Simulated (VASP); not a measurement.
A run of VASP 6.6.1:

The input INCAR:

```
SYSTEM = Te2Mo
PREC     = Accurate       ! precision mode
ENCUT    = 520            ! plane-wave cutoff, eV
EDIFF    = 1E-6           ! SCF threshold, eV
ISMEAR   = -1             ! smearing method
SIGMA    = 0.02           ! smearing width, eV
LREAL    = .FALSE.        ! projectors in reciprocal space
LASPH    = .TRUE.         ! aspherical terms in the spheres
NELM     = 80             ! most SCF steps
ALGO     = Normal         ! electronic algorithm
ISIF     = 2              ! what is computed and relaxed
LWAVE    = .FALSE.        ! write WAVECAR
LCHARG   = .FALSE.        ! write CHGCAR
GGA      = PE             ! functional
NBANDS   = 35             ! bands
```

The input KPOINTS:

```
Automatic mesh
0
G
  14 14 3
  0 0 0
```

File POSCAR:

```
Te2Mo
1.0
    3.5182000000      0.0000000000      0.0000000000
   -1.7591000000      3.0468505756      0.0000000000
    0.0000000000      0.0000000000     13.9736000000
Te Mo
4 2
Direct
    0.3333333333      0.6666666667      0.6200857675
    0.6666666667      0.3333333333      0.1200857675
    0.3333333333      0.6666666667      0.8799142325
    0.6666666667      0.3333333333      0.3799142325
    0.3333333333      0.6666666667      0.2500000000
    0.6666666667      0.3333333333      0.7500000000
```

Potentials or basis: VASP PAW PBE potentials, release 64 (Te, Mo_sv).

Launch:

```console
$ cat potpaw_PBE.64/Te/POTCAR potpaw_PBE.64/Mo_sv/POTCAR > POTCAR
$ mpirun -np 1 vasp_std > vasp.out
```

Hardware: 1 thread of Intel(R) Xeon(R) 6975P-C (Granite Rapids), with other jobs on the host.

Question: How long does it take, and how much memory?

Answer: Run time: 2.5 min on 1 thread of Intel(R) Xeon(R) 6975P-C (Granite Rapids), on a shared host, peak memory 0.4 GiB. Counts: scf iterations 17, k points 48.
